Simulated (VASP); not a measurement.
NbTe:

```
Te Nb
1.0
     3.77560    0.00000    0.00000
    -1.88780    3.26977    0.00000
     0.00000    0.00000    3.76666
Te Nb
1 1
Direct
  0.66667 0.33333 0.00000
  0.00000 0.00000 0.50000
```

Base run:

```yaml
Program: VASP 6.6.1
Functional: PBEsol
Potentials_or_basis: VASP PAW PBE potentials, release 64 (Te, Nb_sv)
Cutoff: 520 eV
k_mesh: 8 × 8 × 7
Occupations: fermi-dirac, width 0.05 eV
Spin: no spin polarisation
```

Its results: pressure -10.9 GPa.

Task: The run is repeated on the same cell with these changes: functional from PBEsol to r2SCAN. What comes out?

Result: Pressure -7.7 GPa.

Caveats: the PAW data sets were made with another functional, which shifts forces and pressure a little.
